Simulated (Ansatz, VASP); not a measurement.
**BN in VASP and in Ansatz**

INCAR

```
PREC     = Accurate       # precision mode
ENCUT    = 600            # plane-wave cutoff, eV
EDIFF    = 1E-6           # SCF threshold, eV
ISMEAR   = 1              # smearing method
SIGMA    = 0.05           # smearing width, eV
LREAL    = False          # projectors in reciprocal space
LASPH    = True           # aspherical terms in the spheres
NELM     = 100            # most SCF steps
ALGO     = Normal         # electronic algorithm
ISIF     = 3              # what is computed and relaxed
LWAVE    = False          # write WAVECAR
LCHARG   = False          # write CHGCAR
GGA      = PS             # functional
IBRION   = 2              # ionic algorithm
NSW      = 60             # ionic steps
EDIFFG   = -0.005         # ionic threshold
```

File KPOINTS:

```
regular mesh
0
Gamma
  12 12 4
```

POSCAR

```
BN
1.0
    2.4982400000      0.0000000000      0.0000000000
   -1.2491200000      2.1635390000      0.0000000000
    0.0000000000      0.0000000000      6.6357000000
B N
2 2
Direct
    0.3333333333      0.6666666667      0.2500000000
    0.6666666667      0.3333333333      0.7500000000
    0.3333333333      0.6666666667      0.7500000000
    0.6666666667      0.3333333333      0.2500000000
```

Input for Ansatz:

```yaml
crystal:
  lattice:
    - [2.49824, 0.0, 0.0]
    - [-1.24912, 2.163539, 0.0]
    - [0.0, 0.0, 6.6357]
  atoms:
    - { symbol: B, position: [0.3333333333333333, 0.6666666666666666, 0.25] }
    - { symbol: B, position: [0.6666666666666666, 0.3333333333333333, 0.75] }
    - { symbol: "N", position: [0.3333333333333333, 0.6666666666666666, 0.75] }
    - { symbol: "N", position: [0.6666666666666666, 0.3333333333333333, 0.25] }
basis:
  ecutwfc: 500.0
kpoints:
  mp_grid:
    grid: [12, 12, 4]
hamiltonian:
  xc: pbesol
  dispersion: none
scf:
  occupations:
    method: cold
    width: 0.05
relax:
  f_tol: 0.005
  max_steps: 40
  cell: {}
```

Alike in both runs: task relaxation of cell and atoms; functional PBEsol; k mesh 12 × 12 × 4; no spin polarisation.

|  | VASP | Ansatz |
| --- | --- | --- |
| version | VASP 6.6.1 | Ansatz 0.2.0 |
| potentials or method | VASP PAW PBE potentials, release 64 (B, N), cutoff 600 eV | plane waves, PAW |
| occupations | methfessel-paxton of order 1, width 0.05 eV | cold, width 0.05 eV |
| valence electrons in the cell | 16 | 16 |

```csv
,VASP,Ansatz,Ansatz less VASP
relaxed volume (Å³/atom),9.39,9.56,+0.170
relaxed cell length with the largest relative difference (Å),6.910,7.039,+0.1297
```

VASP's potentials were made for PBE, not for PBEsol.
